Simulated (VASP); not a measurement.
# SrTiO3 in VASP: notebook, part 2 of 2

VASP 6.6.1. The steps go on from the part before.

## Step 4: Electric field gradients, PBEsol (12.62 Å³/atom)

This run uses another cell than the first one, of 12.62 Å³/atom.

Contents of INCAR:

```
ALGO = Normal
EDIFF = 1E-8
ENCUT = 520
GGA = PS
ISIF = 2
ISMEAR = -1
LASPH = T
LCHARG = F
LEFG = T
LREAL = F
LWAVE = F
NBANDS = 28
NELM = 60
PREC = Accurate
SIGMA = 0.05
```

Contents of KPOINTS:

```
k-points
0
Gamma
  7 7 7
```

Contents of POSCAR:

```
SrTiO3
1.0
    3.9815880716      0.0000000000      0.0000000000
    0.0000000000      3.9815880716      0.0000000000
    0.0000000000      0.0000000000      3.9815880716
Sr Ti O
1 1 3
Direct
    0.0000000000      0.0000000000      0.0000000000
    0.5000000000      0.5000000000      0.5000000000
    0.0000000000      0.5000000000      0.5000000000
    0.5000000000      0.0000000000      0.5000000000
    0.5000000000      0.5000000000      0.0000000000
```

Potentials or basis: VASP PAW PBE potentials, release 64 (Sr_sv, Ti_sv, O).

Command:

```console
$ cat potpaw_PBE.64/Sr_sv/POTCAR potpaw_PBE.64/Ti_sv/POTCAR potpaw_PBE.64/O/POTCAR > POTCAR
$ mpirun -np 1 vasp_std > vasp.out
```

OUTCAR:

```text
EDIFF = 1E-8
   ENCUT = 520
   GGA = PS
   ISIF = 2
   ISMEAR = -1
   LASPH = T
   LREAL = F
   NELM = 60
   PREC = Accurate

 ion  position               nearest neighbor table
   1  0.000  0.000  0.000-   3 2.82   4 2.82   5 2.82   3 2.82   4 2.82   3 2.82   5 2.82   3 2.82
                             4 2.82   5 2.82   4 2.82   5 2.82   2 3.45   2 3.45   2 3.45   2 3.45
   2  0.500  0.500  0.500-   3 1.99   4 1.99   5 1.99   5 1.99   4 1.99   3 1.99   1 3.45   1 3.45
                             1 3.45   1 3.45   1 3.45   1 3.45   1 3.45   1 3.45
   3  0.000  0.500  0.500-   2 1.99   2 1.99   1 2.82   1 2.82   1 2.82   1 2.82
   4  0.500  0.000  0.500-   2 1.99   2 1.99   1 2.82   1 2.82   1 2.82   1 2.82
   5  0.500  0.500  0.000-   2 1.99   2 1.99   1 2.82   1 2.82   1 2.82   1 2.82

  LATTYP: Found a simple cubic cell.
 ALAT       =     3.9815880716

  Lattice vectors:

 A1 = (   3.9815880716,   0.0000000000,   0.0000000000)
 A2 = (   0.0000000000,   3.9815880716,   0.0000000000)
 A3 = (   0.0000000000,   0.0000000000,   3.9815880716)

Analysis of symmetry for initial positions (statically):
=====================================================================
 Subroutine PRICEL returns:
 Original cell was already a primitive cell.

 Routine SETGRP: Setting up the symmetry group for a
 simple cubic supercell.

 Subroutine GETGRP returns: Found 48 space group operations
 (whereof 48 operations were pure point group operations)
 out of a pool of 48 trial point group operations.

The static configuration has the point symmetry O_h .

Analysis of symmetry for dynamics (positions and initial velocities):
=====================================================================
 Subroutine PRICEL returns:
[... 790 lines left out ...]
  -------------------------------------------------------------------------------------
  Total       -4.1224974     -4.1224974     -4.1224974      0.0000000     -0.0000000      0.0000000
  in kB     -104.6410258   -104.6410258   -104.6410258      0.0000000     -0.0000000      0.0000000
  external PRESSURE =    -104.6410258 kB  Pullay stress =       0.0000000 kB

 VOLUME and BASIS-vectors are now :
 -----------------------------------------------------------------------------
  energy-cutoff  :      520.00
  volume of cell :       63.12
      direct lattice vectors                 reciprocal lattice vectors
     3.981588072  0.000000000  0.000000000     0.251156067  0.000000000  0.000000000
     0.000000000  3.981588072  0.000000000     0.000000000  0.251156067  0.000000000
     0.000000000  0.000000000  3.981588072     0.000000000  0.000000000  0.251156067

 POSITION                                       TOTAL-FORCE (eV/Angst)
 -----------------------------------------------------------------------------------
      0.00000      0.00000      0.00000         0.000000      0.000000      0.000000
      1.99079      1.99079      1.99079         0.000000      0.000000      0.000000
      0.00000      1.99079      1.99079         0.000000      0.000000      0.000000
      1.99079      0.00000      1.99079         0.000000      0.000000      0.000000
      1.99079      1.99079      0.00000         0.000000      0.000000      0.000000
 -----------------------------------------------------------------------------------
    total drift:                                0.000000      0.000000     -0.000000

  FREE ENERGIE OF THE ION-ELECTRON SYSTEM (eV)
  ---------------------------------------------------
  free  energy   TOTEN  =       -41.8830745048 eV

  energy  without entropy=      -41.8830745011  energy(sigma->0) =      -41.88307450

 Electric field gradients (V/A^2)
---------------------------------------------------------------------
 ion       V_xx      V_yy      V_zz      V_xy      V_xz      V_yz
---------------------------------------------------------------------
   1       0.000    -0.000    -0.000     0.000    -0.000    -0.000
   2       0.000     0.000     0.000     0.000    -0.000     0.000
   3      15.180    -7.590    -7.590    -0.000     0.000    -0.000
   4      -7.590    15.180    -7.590     0.000     0.000    -0.000
   5      -7.590    -7.590    15.180     0.000     0.000    -0.000
---------------------------------------------------------------------

 Electric field gradients after diagonalization (V/A^2)
 (convention: |V_zz| > |V_xx| > |V_yy|)
----------------------------------------------------------------------
 ion       V_xx      V_yy      V_zz     asymmetry (V_yy - V_xx)/ V_zz
----------------------------------------------------------------------
   1      -0.000     0.000    -0.000      -0.569
   2       0.000     0.000     0.000      -0.398
   3      -7.590    -7.590    15.180       0.000
   4      -7.590    -7.590    15.180       0.000
   5      -7.590    -7.590    15.180       0.000
----------------------------------------------------------------------

           NMR quadrupolar parameters

 Cq : quadrupolar parameter    Cq=e*Q*V_zz/h
 eta: asymmetry parameters     (V_yy - V_xx)/ V_zz
 Q  : nuclear electric quadrupole moment in mb (millibarn)
----------------------------------------------------------------------
 ion       Cq(MHz)       eta       Q (mb)
----------------------------------------------------------------------
   1      -0.000      -0.569       1.000
   2       0.000      -0.398       1.000
   3       0.037       0.000       1.000
   4       0.037       0.000       1.000
   5       0.037       0.000       1.000
----------------------------------------------------------------------
```

OSZICAR:

```text
N       E                     dE             d eps       ncg     rms          rms(c)
DAV:   1     0.423286758159E+03    0.42329E+03   -0.21110E+04  1120   0.156E+03
DAV:   2    -0.119283339359E+01   -0.42448E+03   -0.40245E+03  1220   0.431E+02
DAV:   3    -0.494120116137E+02   -0.48219E+02   -0.47768E+02  1588   0.137E+02
[... 10 lines left out ...]
DAV:  14    -0.418830803997E+02    0.23486E-04   -0.41019E-04  1316   0.137E-01    0.347E-02
DAV:  15    -0.418830758434E+02    0.45562E-05   -0.35008E-05  1580   0.445E-02    0.200E-02
DAV:  16    -0.418830759057E+02   -0.62299E-07   -0.24908E-06  1540   0.138E-02    0.173E-02
DAV:  17    -0.418830744724E+02    0.14333E-05   -0.12382E-05  1384   0.321E-02    0.383E-03
DAV:  18    -0.418830745133E+02   -0.40824E-07   -0.77787E-07  1316   0.866E-03    0.128E-03
DAV:  19    -0.418830745048E+02    0.84710E-08   -0.73267E-08  1420   0.188E-03
   1 F= -.41883075E+02 E0= -.41883075E+02  d E =-.371589E-08
```

stdout:

```text
POSCAR found type information on POSCAR SrTiO
 POSCAR found :  3 types and       5 ions
 scaLAPACK will be used
 -----------------------------------------------------------------------------
|                                                                             |
|                                                                             |
|     You enforced a specific xc type in the INCAR file but a different       |
|     I HOPE YOU KNOW WHAT YOU ARE DOING!                                     |
|                                                                             |
 -----------------------------------------------------------------------------

 LDA part: xc-table for (Slater+PW92), standard interpolation
 POSCAR, INCAR and KPOINTS ok, starting setup
 FFT: planning ... GRIDC
 FFT: planning ... GRID_SOFT
 FFT: planning ... GRID
 WAVECAR not read
 entering main loop
ion   1

ion   2

ion   3

ion   4

ion   5
```

Wall time 45 s (1 thread of Intel Xeon Platinum 8259CL at 2.50GHz (Skylake/Cascade Lake), shared host); peak memory 0.19 GiB.

Results:

```
Free energy                             : -41.8831 eV
Pressure                                : -10.5 GPa
Band gap on the k mesh                  : 1.76 eV (least direct gap 2.09 eV)
Largest electric field gradient by atom : Sr -0.0; Ti +0.0; O +15.2 V/Å²
```

Electric field gradients, principal values (V/Å²):
```csv
atom,least,middle,greatest (by size)
1 Sr,0.000,0.000,0.000
2 Ti,0.000,0.000,0.000
3 O,-7.590,-7.590,15.180
4 O,-7.590,-7.590,15.180
5 O,-7.590,-7.590,15.180
```

Caveat: the cell stands under tension; without QUAD_EFG the Cq values of the log hold for a quadrupole moment of 1 mb, not for the nuclei; the PAW data sets were made with another functional, which shifts forces and pressure a little; an odd mesh through Γ misses points on the zone boundary, where band edges can lie.

## Step 5: Electric field gradients, PBEsol (equal xy, yz and zx shear strains of -3 %)

Contents of INCAR:

```
ALGO = Normal ; EDIFF = 1E-8
ENCUT = 520 ; GGA = PS
ISIF = 2 ; ISMEAR = -1
LASPH = True ; LCHARG = False
LEFG = True ; LREAL = False
LWAVE = False ; NBANDS = 28
NELM = 100 ; PREC = Accurate
SIGMA = 0.05
```

KPOINTS is that of step 4.

POSCAR: that of step 4 with these lines changed.

```diff
@@ -2,5 +2,5 @@
 1.0
-    3.9815880716      0.0000000000      0.0000000000
-    0.0000000000      3.9815880716      0.0000000000
-    0.0000000000      0.0000000000      3.9815880716
+    3.9050000000     -0.0585750000     -0.0585750000
+   -0.0585750000      3.9050000000     -0.0585750000
+   -0.0585750000     -0.0585750000      3.9050000000
 Sr Ti O
```

Potentials or basis: VASP PAW PBE potentials, release 64 (Sr_sv, Ti_sv, O).

Command:

```console
$ cat potpaw_PBE.64/Sr_sv/POTCAR potpaw_PBE.64/Ti_sv/POTCAR potpaw_PBE.64/O/POTCAR > POTCAR
$ mpirun -np 1 vasp_std > vasp.out
```

OUTCAR:

```text
EDIFF = 1E-8
   ENCUT = 520
   GGA = PS
   ISIF = 2
   ISMEAR = -1
   LASPH = True
   LREAL = False
   NELM = 100
   PREC = Accurate

 ion  position               nearest neighbor table
   1  0.000  0.000  0.000-   3 2.72   4 2.72   5 2.72   3 2.72   4 2.72   5 2.72   5 2.80   3 2.80
                             4 2.80   5 2.80   4 2.80   3 2.80   2 3.28   2 3.28   2 3.42   2 3.42
   2  0.500  0.500  0.500-   3 1.95   4 1.95   5 1.95   5 1.95   4 1.95   3 1.95   1 3.28   1 3.28
                             1 3.42   1 3.42   1 3.42   1 3.42   1 3.42   1 3.42
   3  0.000  0.500  0.500-   2 1.95   2 1.95   1 2.72   1 2.72   1 2.80   1 2.80
   4  0.500  0.000  0.500-   2 1.95   2 1.95   1 2.72   1 2.72   1 2.80   1 2.80
   5  0.500  0.500  0.000-   2 1.95   2 1.95   1 2.72   1 2.72   1 2.80   1 2.80

  LATTYP: Found a trigonal (rhomboedric) cell.
 ALAT       =     3.9058785262
 COS(alpha) =    -0.0297616073

  Lattice vectors:

 A1 = (   3.9050000000,  -0.0585750000,  -0.0585750000)
 A2 = (  -0.0585750000,   3.9050000000,  -0.0585750000)
 A3 = (  -0.0585750000,  -0.0585750000,   3.9050000000)

Analysis of symmetry for initial positions (statically):
=====================================================================
 Subroutine PRICEL returns:
 Original cell was already a primitive cell.

 Routine SETGRP: Setting up the symmetry group for a
 trigonal (rhombohedral) supercell.

 Subroutine GETGRP returns: Found 12 space group operations
 (whereof 12 operations were pure point group operations)
 out of a pool of 12 trial point group operations.

The static configuration has the point symmetry D_3d.

Analysis of symmetry for dynamics (positions and initial velocities):
=====================================================================
 Subroutine PRICEL returns:
 Original cell was already a primitive cell.

 Routine SETGRP: Setting up the symmetry group for a
 trigonal (rhombohedral) supercell.

 Subroutine GETGRP returns: Found 12 space group operations
 (whereof 12 operations were pure point group operations)
 out of a pool of 12 trial point group operations.

The dynamic configuration has the point symmetry D_3d.

 Subroutine INISYM returns: Found 12 space group operations
 (whereof 12 operations are pure point group operations),
 and found     1 'primitive' translations

----------------------------------------------------------------------------------------

                                     Primitive cell

  volume of cell :      59.5068

  direct lattice vectors                    reciprocal lattice vectors
     3.905000000 -0.058575000 -0.058575000     0.256198991  0.003901507  0.003901507
    -0.058575000  3.905000000 -0.058575000     0.003901507  0.256198991  0.003901507
    -0.058575000 -0.058575000  3.905000000     0.003901507  0.003901507  0.256198991

  length of vectors
     3.905878526  3.905878526  3.905878526     0.256258398  0.256258398  0.256258398

  position of ions in fractional coordinates (direct lattice)
     0.000000000  0.000000000  0.000000000
     0.500000000  0.500000000  0.500000000
     1.000000000  0.500000000  0.500000000
     0.500000000  1.000000000  0.500000000
     0.500000000  0.500000000  0.000000000

[... 95 lines left out ...]
   EFERMI_NEDOS =   21; number of points for ismear=-14 and -15
   IALGO  =     38    algorithm
   IMIX   =      4    mixing-type and parameters
     AMIX     =   0.40;   BMIX     =  1.00
     AMIX_MAG =   1.60;   BMIX_MAG =  1.00
  volume/ion in A,a.u.               =      11.90        80.31
  Fermi-wavevector in a.u.,A,eV,Ry     =   1.434077  2.710013 27.981433  2.056577
  Thomas-Fermi vector in A             =   2.553525
   LORBIT       =      0    0 simple, 1 ext, 2 COOP (PROOUT), +10 PAW based schemes
   GGA     = PS    functional components
   LHFCALC =     F    Hartree Fock is set to
   AEXX    =    0.0000 exact exchange contribution
   IVDW    =     0    specifies the selected vdW correction
   LEPSILON=     F    determine dielectric tensor
   LRPA    =     F    only Hartree local field effects (RPA)
 non-spin polarized calculation
  energy-cutoff  :      520.00
  volume of cell :       59.51
 maximum number of plane-waves:      1625
 NGX is ok and might be reduce to    30
   NGX = 15   NGY = 15   NGZ = 15

 number of electron      40.0000017 magnetization

 Free energy of the ion-electron system (eV)
  ---------------------------------------------------
  ext. energy  EPLUGINS =         0.00000000
  ---------------------------------------------------
  free energy    TOTEN  =       -41.95764018 eV

  energy without entropy =      -41.95764018  energy(sigma->0) =      -41.95764018

 E-fermi :   4.9131     XC(G=0): -11.5426

 val. band max:        4.0057178881   @ k =   0.4286   0.4286   0.4286
 cond. band min:       5.7144223448   @ k =   0.0000   0.0000   0.0000
 fundamental gap:      1.7087044567
 Fermi energy:         4.9130723822

 k-point     1 :       0.0000    0.0000    0.0000
  band No.  band energies     occupation
      1     -52.1725      2.00000
      2     -28.6104      2.00000
      3     -28.5582      2.00000
      4     -28.5226      2.00000
      5     -28.5226      2.00000
      6     -13.3304      2.00000
[... 733 lines left out ...]
     27      12.0266      0.00000
     28      12.3984      0.00000

 [... further k-points ...]
[... 5 lines left out ...]
  --------------------------------------------------------------------------------------
  -------------------------------------------------------------------------------------
  Total       -0.3941533     -0.3941533     -0.3941533      1.2795601      1.2795601      1.2795601
  in kB      -10.6122837    -10.6122837    -10.6122837     34.4511975     34.4511975     34.4511975
  external PRESSURE =     -10.6122837 kB  Pullay stress =       0.0000000 kB

 VOLUME and BASIS-vectors are now :
 -----------------------------------------------------------------------------
  energy-cutoff  :      520.00
  volume of cell :       59.51
      direct lattice vectors                 reciprocal lattice vectors
     3.905000000 -0.058575000 -0.058575000     0.256198991  0.003901507  0.003901507
    -0.058575000  3.905000000 -0.058575000     0.003901507  0.256198991  0.003901507
    -0.058575000 -0.058575000  3.905000000     0.003901507  0.003901507  0.256198991

 POSITION                                       TOTAL-FORCE (eV/Angst)
 -----------------------------------------------------------------------------------
      0.00000      0.00000      0.00000         0.000000     -0.000000     -0.000000
      1.89393      1.89393      1.89392        -0.000000      0.000000      0.000000
     -0.05858      1.92321      1.92321        -0.000000     -0.000000      0.000000
      1.92321     -0.05858      1.92321        -0.000000     -0.000000     -0.000000
      1.92321      1.92321     -0.05858         0.000000     -0.000000     -0.000000
 -----------------------------------------------------------------------------------
    total drift:                                0.000000      0.000000     -0.000000

  FREE ENERGIE OF THE ION-ELECTRON SYSTEM (eV)
  ---------------------------------------------------
  free  energy   TOTEN  =       -41.9576401780 eV

  energy  without entropy=      -41.9576401759  energy(sigma->0) =      -41.95764018

 Electric field gradients (V/A^2)
---------------------------------------------------------------------
 ion       V_xx      V_yy      V_zz      V_xy      V_xz      V_yz
---------------------------------------------------------------------
   1      -0.000    -0.000     0.000    -8.037    -8.037    -8.037
   2      -0.000    -0.000    -0.000     5.929     5.929     5.929
   3       9.491    -4.746    -4.746    -4.130    -4.130     1.648
   4      -4.746     9.491    -4.746    -4.130     1.648    -4.130
   5      -4.746    -4.746     9.491     1.648    -4.130    -4.130
---------------------------------------------------------------------

 Electric field gradients after diagonalization (V/A^2)
 (convention: |V_zz| > |V_xx| > |V_yy|)
----------------------------------------------------------------------
 ion       V_xx      V_yy      V_zz     asymmetry (V_yy - V_xx)/ V_zz
----------------------------------------------------------------------
   1       8.037     8.037   -16.073       0.000
   2      -5.929    -5.929    11.859       0.000
   3      -6.394    -5.390    11.784       0.085
   4      -6.394    -5.390    11.784       0.085
   5      -6.394    -5.390    11.784       0.085
----------------------------------------------------------------------

           NMR quadrupolar parameters

 Cq : quadrupolar parameter    Cq=e*Q*V_zz/h
 eta: asymmetry parameters     (V_yy - V_xx)/ V_zz
 Q  : nuclear electric quadrupole moment in mb (millibarn)
----------------------------------------------------------------------
 ion       Cq(MHz)       eta       Q (mb)
----------------------------------------------------------------------
   1      -0.039       0.000       1.000
   2       0.029       0.000       1.000
   3       0.028       0.085       1.000
   4       0.028       0.085       1.000
   5       0.028       0.085       1.000
----------------------------------------------------------------------
```

Run time: 2.3 min. Hardware: 1 thread of Intel Xeon 8259CL, shared host; peak memory 0.22 GiB.

What came out:

| Property | Result |
| --- | --- |
| Free energy | -41.9576 eV |
| Pressure | -1.1 GPa |
| Band gap on the k mesh | 1.71 eV (least direct gap 1.89 eV) |
| Largest electric field gradient by atom | Sr -16.1; Ti +11.9; O +11.8 V/Å² |

Levels at points of the mesh, in eV from the valence-band top:
| k point | band 18 | band 19 | band 20 | band 21 | band 22 | band 23 |
| --- | --- | --- | --- | --- | --- | --- |
| (0.00, 0.00, 0.00) | -0.38 | -0.38 | -0.18 | 1.71 | 1.86 | 1.86 |

Electric field gradients, principal values (V/Å²):
| atom | least | middle | greatest (by size) |
| --- | --- | --- | --- |
| 1 Sr | 8.037 | 8.037 | -16.073 |
| 2 Ti | -5.929 | -5.929 | 11.859 |
| 3 O | -5.390 | -6.394 | 11.784 |
| 4 O | -5.390 | -6.394 | 11.784 |
| 5 O | -5.390 | -6.394 | 11.784 |

Caveat: the cell differs from its parent crystal (equal xy, yz and zx shear strains of -3 %); without QUAD_EFG the Cq values of the log hold for a quadrupole moment of 1 mb, not for the nuclei; the PAW data sets were made with another functional, which shifts forces and pressure a little.

## Step 6: The runs side by side

| cell | gap on the mesh (eV) | pressure (GPa) |
| --- | --- | --- |
| a = 3.931 Å, 5 atoms | 1.83 | -4.7 |
| a = 3.982 Å, 5 atoms | 1.76 | -10.5 |
| a = 3.906 Å, angles 91.7°, 5 atoms | 1.71 | -1.1 |

Alike in all rows: task electric field gradients; level PBEsol; potentials or basis VASP PAW PBE potentials, release 64 (Sr_sv, Ti_sv, O); no spin polarisation; k mesh 7 × 7 × 7; cutoff (eV) 520; smearing fermi-dirac 0.05 eV.

Caveats: the PAW data sets were made with another functional, which shifts forces and pressure a little; the cell stands under tension (at least some runs); an odd mesh through Γ misses points on the zone boundary, where band edges can lie (at least some runs).

Absolute energies hang on the potentials; compare differences alone.
